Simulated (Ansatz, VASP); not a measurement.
Co in VASP and in Ansatz

INCAR

```
  PREC = Accurate
  ENCUT = 600
  EDIFF = 1E-7
  ISMEAR = 0
  SIGMA = 0.1
  LREAL = F
  LASPH = T
  NELM = 150
  ALGO = Fast
  ISIF = 3
  LWAVE = F
  LCHARG = F
  ISPIN = 2
  MAGMOM = 3 3 3
  LORBIT = 11
  LMAXMIX = 4
  GGA = PE
  IBRION = 2
  NSW = 90
  EDIFFG = -0.04
```

File KPOINTS:

```
Automatic mesh
0
Gamma
  4 4 4
```

POSCAR

```
Co
1.0
    3.7822013400      0.0000000000      0.0000000000
    0.0000000000      3.7822013400      0.0000000000
    0.0000000000      0.0000000000      3.7822013400
Co
3
Direct
    0.5000000000      0.0000000000      0.0000000000
    0.0000000000      0.5000000000      0.0000000000
    0.0000000000      0.0000000000      0.5000000000
```

Input for Ansatz:

```yaml
crystal:
  lattice:
    - [3.78220134, 0.0, 0.0]
    - [0.0, 3.78220134, 0.0]
    - [0.0, 0.0, 3.78220134]
  atoms:
    - { symbol: Co, position: [0.5, 0.0, 0.0], spin: 3.0 }
    - { symbol: Co, position: [0.0, 0.5, 0.0], spin: 3.0 }
    - { symbol: Co, position: [0.0, 0.0, 0.5], spin: 3.0 }
basis:
  ecutwfc: 420
kpoints:
  mp_grid: { grid: [4, 4, 4] }
hamiltonian:
  xc: pbe
scf:
  occupations: { method: gaussian, width: 0.1 }
  lower_state_search: "off"
output:
  forces: true
  stress: true
  eigenvalues: true
  populations: true
magnetization:
  spin_polarized: true
relax:
  adjacent_minimum: "off"
  f_tol: 0.04
  max_steps: 70
  cell: { stress_tol: 0.4 }
```

Alike in both runs: task relaxation of cell and atoms; functional PBE; k mesh 4 × 4 × 4; occupations gaussian, width 0.1 eV; collinear spin.

|  | VASP | Ansatz |
| --- | --- | --- |
| version | VASP 6.6.1 | Ansatz 0.2.0 |
| potentials or method | VASP PAW PBE potentials, release 64 (Co), cutoff 600 eV | scalar-relativistic, plane waves, PAW |
| valence electrons in the cell | 27 | 51 |

|  | VASP | Ansatz | Ansatz less VASP |
| --- | --- | --- | --- |
| gap on the k mesh at the Fermi level, each at its own relaxed structure (eV) | none | none | - |
| net moment per atom (μB) | 1.95 | 1.95 | 0.000 |
| size of the moment on the site where the two differ most (μB) | 1.96 | 1.98 | +0.029 |
| relaxed volume (Å³/atom) | 13.22 | 13.26 | +0.034 |
| relaxed cell length with the largest relative difference (Å) | 3.410 | 3.413 | +0.0029 |

Site moments also hang on the region over which each program counts them. A gap of «none» marks a metal or a gap that the smearing closes. VASP's potentials hold 27 valence electrons a cell and Ansatz's 51, so a difference there can come from the potentials and not from the codes.

The k mesh is coarse, so the values compare programs but aren't converged. Noted on VASP's run: the volume moved by over 15 % at a fixed basis, so the end points are rough.
